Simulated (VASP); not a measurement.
Here is a VASP 6.6.1 calculation.

POSCAR

```
Cu
1.0
    0.0000000000      1.6603482576      1.6603482576
    1.6603482576      0.0000000000      1.6603482576
    1.6603482576      1.6603482576      0.0000000000
Cu
1
Direct
    0.0000000000      0.0000000000      0.0000000000
```

The input INCAR.step1:

```
ALGO = Normal ; EDIFF = 1E-4
ENCUT = 520 ; GGA = PE
ISMEAR = -1 ; LASPH = True
LCHARG = False ; LREAL = False
LWAVE = True ; NBANDS = 12
NELM = 80 ; PREC = Accurate
SIGMA = 0.1
```

INCAR.step2

```
ALGO = Normal ; EDIFF = 1E-6
ENCUT = 520 ; ISIF = 2
ISMEAR = -1 ; ISTART = 1
LASPH = True ; LCHARG = False
LMIXTAU = True ; LREAL = False
LWAVE = False ; METAGGA = R2SCAN
NBANDS = 12 ; NELM = 80
PREC = Accurate ; SIGMA = 0.1
```

The input KPOINTS:

```
k-points
0
Gamma
  20 20 20
```

Potentials or basis: VASP PAW PBE potentials, release 64 (Cu).

Command:

```sh
$ cat potpaw_PBE.64/Cu/POTCAR > POTCAR
$ cp INCAR.step1 INCAR
$ mpirun -np 1 vasp_std > vasp.out
$ cp INCAR.step2 INCAR
$ mpirun -np 1 vasp_std > vasp.out
```

Question: Predict the pressure.

Answer: 64.4 GPa.

Caveat: the PAW data sets were made with another functional, which shifts forces and pressure a little.
